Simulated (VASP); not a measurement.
# Pt (Fm-3m) in VASP: further runs

Aim: see how the results for Pt move with the level of theory and the settings. Levels: PBEsol, PBEsol+D3(BJ). Tasks: single point.

Program: VASP 6.6.1. These are calculated values, not measurements. Logs are shortened: lines on timing, memory, paths and dates and some standing lists are left out, and cuts for length are marked.

## 1. The cell of the first run

Symmetry: Fm-3m, No. 225, cubic system. The conventional cell has a = 3.378 Å, b = 3.378 Å, c = 3.378 Å, α = 90.00°, β = 90.00°, γ = 90.00°. Pt (site symmetry m-3m) has 12 Pt at 2.39 Å within 3.2 Å.

## 2. Single point, PBEsol

The input, INCAR:

```
  PREC = Accurate
  ENCUT = 520
  EDIFF = 1E-6
  ISMEAR = -1
  SIGMA = 0.1
  LREAL = F
  LASPH = T
  NELM = 80
  ALGO = Normal
  ISIF = 2
  LWAVE = F
  LCHARG = F
  GGA = PS
  NBANDS = 11
```

The input, KPOINTS:

```
Automatic mesh
0
Gamma
  17 17 17
```

The input, POSCAR:

```
Pt
1.0
    0.0000000000      1.6889388964      1.6889388964
    1.6889388964      0.0000000000      1.6889388964
    1.6889388964      1.6889388964      0.0000000000
Pt
1
Direct
    0.0000000000      0.0000000000      0.0000000000
```

Potentials or basis: VASP PAW PBE potentials, release 64 (Pt).

On the command line:

```console
> cat potpaw_PBE.64/Pt/POTCAR > POTCAR
> mpirun -np 1 vasp_std > vasp.out
```

OUTCAR:

```text
PREC = Accurate
   ENCUT = 520
   EDIFF = 1E-6
   ISMEAR = -1
   LREAL = F
   LASPH = T
   NELM = 80
   ISIF = 2
   GGA = PS

 ion  position               nearest neighbor table
   1  0.000  0.000  0.000-

  LATTYP: Found a face centered cubic cell.
 ALAT       =     3.3778777928

  Lattice vectors:

 A1 = (   0.0000000000,   1.6889388964,   1.6889388964)
 A2 = (   1.6889388964,   0.0000000000,   1.6889388964)
 A3 = (   1.6889388964,   1.6889388964,   0.0000000000)

Analysis of symmetry for initial positions (statically):
=====================================================================
 Subroutine PRICEL returns:
 Original cell was already a primitive cell.

 Routine SETGRP: Setting up the symmetry group for a
 face centered cubic supercell.

 Subroutine GETGRP returns: Found 48 space group operations
 (whereof 48 operations were pure point group operations)
 out of a pool of 48 trial point group operations.

The static configuration has the point symmetry O_h .

Analysis of symmetry for dynamics (positions and initial velocities):
=====================================================================
 Subroutine PRICEL returns:
 Original cell was already a primitive cell.

 Routine SETGRP: Setting up the symmetry group for a
 face centered cubic supercell.

 Subroutine GETGRP returns: Found 48 space group operations
 (whereof 48 operations were pure point group operations)
 out of a pool of 48 trial point group operations.

The dynamic configuration has the point symmetry O_h .

 Subroutine INISYM returns: Found 48 space group operations
 (whereof 48 operations are pure point group operations),
 and found     1 'primitive' translations

----------------------------------------------------------------------------------------

                                     Primitive cell

  volume of cell :       9.6354

  direct lattice vectors                    reciprocal lattice vectors
     0.000000000  1.688938896  1.688938896    -0.296043866  0.296043866  0.296043866
     1.688938896  0.000000000  1.688938896     0.296043866 -0.296043866  0.296043866
     1.688938896  1.688938896  0.000000000     0.296043866  0.296043866 -0.296043866

  length of vectors
     2.388520293  2.388520293  2.388520293     0.512763017  0.512763017  0.512763017

  position of ions in fractional coordinates (direct lattice)
     0.000000000  0.000000000  0.000000000

  ion indices of the primitive-cell ions
   primitive index   ion index
                 1           1

----------------------------------------------------------------------------------------

 KPOINTS: Automatic mesh

Automatic generation of k-mesh.
 Grid dimensions read from file:
 generate k-points for:   17   17   17

 Generating k-lattice:

  Cartesian coordinates                     Fractional coordinates (reciprocal lattice)
    -0.017414345  0.017414345  0.017414345     0.058823529  0.000000000  0.000000000
     0.017414345 -0.017414345  0.017414345     0.000000000  0.058823529  0.000000000
     0.017414345  0.017414345 -0.017414345     0.000000000  0.000000000  0.058823529

  Length of vectors
     0.030162530  0.030162530  0.030162530

  Shift w.r.t. Gamma in fractional coordinates (k-lattice)
     0.000000000  0.000000000  0.000000000

 Subroutine IBZKPT returns following result:
 ===========================================

 Found    165 irreducible k-points:

 Following reciprocal coordinates:
            Coordinates               Weight
  0.000000  0.000000  0.000000      1.000000
  0.058824  0.000000  0.000000      8.000000
  0.117647  0.000000  0.000000      8.000000
  0.176471  0.000000  0.000000      8.000000
  0.235294  0.000000  0.000000      8.000000
  0.294118  0.000000  0.000000      8.000000
[... 16 lines left out ...]
 -0.176471  0.058824  0.000000     24.000000
 -0.117647  0.058824  0.000000     24.000000
 [... further k-points ...]
   k-points           NKPTS =    165   k-points in BZ     NKDIM =    165   number of bands    NBANDS=     11
   number of dos      NEDOS =    301   number of ions     NIONS =      1
   total plane-waves  NPLWV =   5832
   dimension x,y,z NGX =    18 NGY =   18 NGZ =   18
   dimension x,y,z NGXF=    36 NGYF=   36 NGZF=   36
   ions per type =               1
   NGX,Y,Z   is equivalent  to a cutoff of  12.53, 12.53, 12.53 a.u.
   NGXF,Y,Z  is equivalent  to a cutoff of  25.06, 25.06, 25.06 a.u.
 SYSTEM =  unknown system
   PREC   = accura    normal or accurate (medium, high low for compatibility)
   ISTART =      0    job   : 0-new  1-cont  2-samecut
   ICHARG =      2    charge: 1-file 2-atom 10-const
   ISPIN  =      1    spin polarized calculation?
   LNONCOLLINEAR =      F non collinear calculations
   LSORBIT =      F    spin-orbit coupling
   LASPH  =      T    aspherical Exc in radial PAW
   ENCUT  =  520.0 eV  38.22 Ry    6.18 a.u.   4.44  4.44  4.44*2*pi/ulx,y,z
   NELM   =     80;   NELMIN=  2; NELMDL= -5     # of ELM steps
   EDIFF  = 0.1E-05   stopping-criterion for ELM
   LREAL  =      F    real-space projection
   EDIFFG = 0.1E-04   stopping-criterion for IOM
   NSW    =      0    number of steps for IOM
   IBRION =     -1    ionic relax: 0-MD 1-quasi-New 2-CG
   NFREE  =      0    steps in history (QN), initial steepest desc. (CG)
   ISIF   =      2    stress and relaxation
   ISYM   =      2    0-nonsym 1-usesym 2-fastsym
   POTIM  = 0.5000    time-step for ionic-motion
   TEBEG  =    0.0;   TEEND  =   0.0 temperature during run
   PSTRESS=    0.0 pullay stress
   NELECT =      10.0000    total number of electrons
   NUPDOWN=      -1.0000    fix difference up-down
   EMIN   =  10.00;   EMAX   =-10.00  energy-range for DOS
   EFERMI =   0.00;   METHOD = LEGACY
   ISMEAR =    -1;   SIGMA  =   0.10  broadening in eV -4-tet -1-fermi 0-gaus
   EFERMI_NEDOS =   21; number of points for ismear=-14 and -15
   IALGO  =     38    algorithm
   IMIX   =      4    mixing-type and parameters
     AMIX     =   0.40;   BMIX     =  1.00
     AMIX_MAG =   1.60;   BMIX_MAG =  1.00
  volume/ion in A,a.u.               =       9.64        65.02
  Fermi-wavevector in a.u.,A,eV,Ry     =   1.657490  3.132202 37.378916  2.747273
  Thomas-Fermi vector in A             =   2.745234
   LORBIT       =      0    0 simple, 1 ext, 2 COOP (PROOUT), +10 PAW based schemes
   GGA     = PS    functional components
   LHFCALC =     F    Hartree Fock is set to
   AEXX    =    0.0000 exact exchange contribution
   IVDW    =     0    specifies the selected vdW correction
   LEPSILON=     F    determine dielectric tensor
   LRPA    =     F    only Hartree local field effects (RPA)
 non-spin polarized calculation
  energy-cutoff  :      520.00
  volume of cell :        9.64
 maximum number of plane-waves:       273
 NGX is ok and might be reduce to    18

 number of electron      10.0000001 magnetization

 Free energy of the ion-electron system (eV)
  ---------------------------------------------------
  ext. energy  EPLUGINS =         0.00000000
  ---------------------------------------------------
  free energy    TOTEN  =        -2.59600596 eV

  energy without entropy =       -2.57014415  energy(sigma->0) =       -2.58307505

 E-fermi :  22.2069     XC(G=0): -16.3914

 val. band max:       22.1899363463   @ k =  -0.3529   0.0588   0.0000
 cond. band min:      22.2272859734   @ k =   0.4118   0.1765   0.0000
 fundamental gap:      0.0373496271
 Fermi energy:        22.2069007810

 k-point     1 :       0.0000    0.0000    0.0000
  band No.  band energies     occupation
      1       5.8490      2.00000
      2      14.4258      2.00000
      3      14.4258      2.00000
      4      14.4258      2.00000
      5      18.8742      2.00000
      6      18.8742      2.00000
      7      33.9267      0.00000
      8      41.7525      0.00000
      9      41.7525      0.00000
     10      41.7525      0.00000
     11      48.8797      0.00000

 k-point     2 :       0.0588    0.0000    0.0000
  band No.  band energies     occupation
      1       6.0789      2.00000
      2      14.2840      2.00000
      3      14.5308      2.00000
      4      14.5308      2.00000
      5      18.7846      2.00000
      6      18.7846      2.00000
      7      34.3635      0.00000
      8      40.8881      0.00000
      9      42.1678      0.00000
     10      42.1678      0.00000
     11      50.0550      0.00000

 k-point     3 :       0.1176    0.0000    0.0000
  band No.  band energies     occupation
      1       6.7253      2.00000
      2      13.9482      2.00000
      3      14.8003      2.00000
      4      14.8003      2.00000
      5      18.5924      2.00000
      6      18.5924      2.00000
      7      35.5250      0.00000
      8      39.2691      0.00000
      9      43.3717      0.00000
     10      43.3717      0.00000
     11      52.0134      0.00000

 k-point     4 :       0.1765    0.0000    0.0000
  band No.  band energies     occupation
      1       7.6314      2.00000
      2      13.6695      2.00000
      3      15.0765      2.00000
      4      15.0765      2.00000
      5      18.5243      2.00000
      6      18.5243      2.00000
      7      36.3525      0.00000
      8      38.5386      0.00000
      9      45.2579      0.00000
     10      45.2579      0.00000
     11      51.9110      0.00000

 k-point     5 :       0.2353    0.0000    0.0000
  band No.  band energies     occupation
      1       8.4622      2.00000
      2      13.8500      2.00000
      3      15.1298      2.00000
      4      15.1298      2.00000
      5      18.8694      2.00000
      6      18.8694      2.00000
      7      35.2989      0.00000
      8      39.9885      0.00000
      9      47.6912      0.00000
     10      47.6912      0.00000
     11      50.6643      0.00000

 k-point     6 :       0.2941    0.0000    0.0000
  band No.  band energies     occupation
      1       8.8447      2.00000
      2      14.8600      2.00000
      3      14.9207      2.00000
      4      14.9207      2.00000
      5      19.6785      2.00000
      6      19.6785      2.00000
      7      34.0972      0.00000
      8      40.5964      0.00000
      9      49.5412      0.00000
     10      49.9952      0.00000
     11      49.9973      0.00000

 k-point     7 :       0.3529    0.0000    0.0000
  band No.  band energies     occupation
      1       8.8230      2.00000
      2      14.6156      2.00000
      3      14.6156      2.00000
      4      16.5566      2.00000
      5      20.7220      2.00000
      6      20.7220      2.00000
      7      33.1798      0.00000
      8      38.7918      0.00000
      9      47.1020      0.00000
     10      47.1020      0.00000
     11      51.1277      0.00000

 k-point     8 :       0.4118    0.0000    0.0000
  band No.  band energies     occupation
      1       8.6750      2.00000
      2      14.3549      2.00000
      3      14.3549      2.00000
      4      18.4045      2.00000
      5      21.7027      1.98716
      6      21.7027      1.98716
      7      32.6537      0.00000
      8      36.1620      0.00000
      9      44.8058      0.00000
     10      44.8058      0.00000
     11      52.5392      0.00000
[... 141 lines left out ...]
 k-point    19 :      -0.4118    0.0588    0.0000
  band No.  band energies     occupation
      1       8.8312      2.00000
      2      14.1179      2.00000
      3      14.4289      2.00000
      4      18.2503      2.00000
      5      21.5565      1.99701
      6      23.0988      0.00027
      7      32.7578      0.00000
      8      35.4792      0.00000
      9      43.6602      0.00000
     10      44.8557      0.00000
     11      52.5240      0.00000

 k-point    20 :      -0.3529    0.0588    0.0000
  band No.  band energies     occupation
      1       8.9828      2.00000
      2      14.3830      2.00000
      3      14.6373      2.00000
      4      16.6957      2.00000
      5      20.4713      2.00000
      6      22.1899      1.08462
      7      33.3015      0.00000
      8      37.8689      0.00000
      9      45.0927      0.00000
     10      47.1547      0.00000
     11      51.4157      0.00000

 k-point    21 :      -0.2941    0.0588    0.0000
  band No.  band energies     occupation
      1       9.0812      2.00000
      2      14.6544      2.00000
      3      14.9422      2.00000
      4      15.0871      2.00000
      5      19.3093      2.00000
      6      21.0613      1.99998
      7      34.1506      0.00000
      8      40.2405      0.00000
      9      46.8264      0.00000
     10      49.0427      0.00000
     11      49.9370      0.00000

 k-point    22 :      -0.2353    0.0588    0.0000
  band No.  band energies     occupation
      1       8.8597      2.00000
      2      13.7783      2.00000
      3      15.0901      2.00000
      4      15.2263      2.00000
      5      18.3536      2.00000
      6      20.0039      2.00000
      7      35.2754      0.00000
      8      40.5630      0.00000
      9      46.9881      0.00000
     10      48.7286      0.00000
     11      49.6620      0.00000

 k-point    23 :      -0.1765    0.0588    0.0000
  band No.  band energies     occupation
      1       8.1339      2.00000
      2      13.4262      2.00000
      3      15.2171      2.00000
      4      15.2605      2.00000
      5      17.9099      2.00000
      6      19.2666      2.00000
      7      36.5112      0.00000
      8      39.0052      0.00000
      9      44.9395      0.00000
     10      47.0664      0.00000
     11      51.2087      0.00000

 k-point    24 :      -0.1176    0.0588    0.0000
  band No.  band energies     occupation
      1       7.2012      2.00000
      2      13.6466      2.00000
      3      14.9799      2.00000
      4      15.0701      2.00000
      5      18.0485      2.00000
      6      18.9517      2.00000
      7      36.3510      0.00000
      8      38.8044      0.00000
      9      43.2079      0.00000
     10      44.8214      0.00000
     11      52.0791      0.00000

 [... further k-points ...]
[... 5 lines left out ...]
  --------------------------------------------------------------------------------------
  -------------------------------------------------------------------------------------
  Total       24.5179697     24.5179697     24.5179697     -0.0000000      0.0000000     -0.0000000
  in kB     4076.8363451   4076.8363451   4076.8363451     -0.0000000      0.0000000     -0.0000000
  external PRESSURE =    4076.8363451 kB  Pullay stress =       0.0000000 kB

 VOLUME and BASIS-vectors are now :
 -----------------------------------------------------------------------------
  energy-cutoff  :      520.00
  volume of cell :        9.64
      direct lattice vectors                 reciprocal lattice vectors
     0.000000000  1.688938896  1.688938896    -0.296043866  0.296043866  0.296043866
     1.688938896  0.000000000  1.688938896     0.296043866 -0.296043866  0.296043866
     1.688938896  1.688938896  0.000000000     0.296043866  0.296043866 -0.296043866

 POSITION                                       TOTAL-FORCE (eV/Angst)
 -----------------------------------------------------------------------------------
      0.00000      0.00000      0.00000         0.000000     -0.000000      0.000000
 -----------------------------------------------------------------------------------
    total drift:                               -0.000000     -0.000000     -0.000000

  FREE ENERGIE OF THE ION-ELECTRON SYSTEM (eV)
  ---------------------------------------------------
  free  energy   TOTEN  =        -2.5960059619 eV

  energy  without entropy=       -2.5701441458  energy(sigma->0) =       -2.58307505
```

It took 9.9 s on 1 thread of Intel Xeon 6975P-C, shared host; peak memory 0.14 GiB.

What came out:

```yaml
Free_energy: -2.5960 eV
Pressure: 407.7 GPa
Band_gap_on_the_k_mesh: zero (band 5 reaches 23.32 eV, above the bottom of band 6 at 18.52 eV)
```

Levels at points of the mesh, in eV from the Fermi level:
```tsv
k point	band 1	band 2	band 3	band 4	band 5	band 6	band 7	band 8	band 9	band 10
(0.00, 0.00, 0.00)	-16.36	-7.78	-7.78	-7.78	-3.33	-3.33	11.72	19.55	19.55	19.55
```

Caveat: the PAW data sets were made with another functional, which shifts forces and pressure a little; spin-orbit coupling is left out, which moves the levels of the heavy elements.

## 3. Single point, PBEsol+D3(BJ)

The input, INCAR:

```
ALGO = Normal
EDIFF = 1E-7
ENCUT = 520
GGA = PS
ISIF = 2
ISMEAR = -1
IVDW = 12
LASPH = T
LCHARG = F
LREAL = F
LWAVE = F
NBANDS = 11
NELM = 60
PREC = Accurate
SIGMA = 0.1
```

The input, KPOINTS:

```
k-points
0
Gamma
  17 17 17
```

POSCAR is that of step 2.

Potentials or basis: VASP PAW PBE potentials, release 64 (Pt).

On the command line:

```console
> cat potpaw_PBE.64/Pt/POTCAR > POTCAR
> mpirun -np 1 vasp_std > vasp.out
```

It took 11 s on 1 thread of Intel Xeon 6975P-C, shared host; peak memory 0.15 GiB.

Results (log left out):

```
Free energy                : -3.7724 eV
Pressure                   : 388.0 GPa
Band gap on the k mesh     : zero (band 5 reaches 23.32 eV, above the bottom of band 6 at 18.52 eV)
Dispersion energy per atom : -1.176 eV
```

Levels at points of the mesh, in eV from the Fermi level:
```
           k point  band 3  band 4  band 5  band 6  band 7  band 8
(0.00, 0.00, 0.00)   -7.78   -7.78   -3.33   -3.33   11.72   19.55
```

Caveat: three body term missing; the PAW data sets were made with another functional, which shifts forces and pressure a little; spin-orbit coupling is left out, which moves the levels of the heavy elements; pairwise dispersion overbinds metals, which lowers pressure and volume.

(Continued in part 2 of 2.)
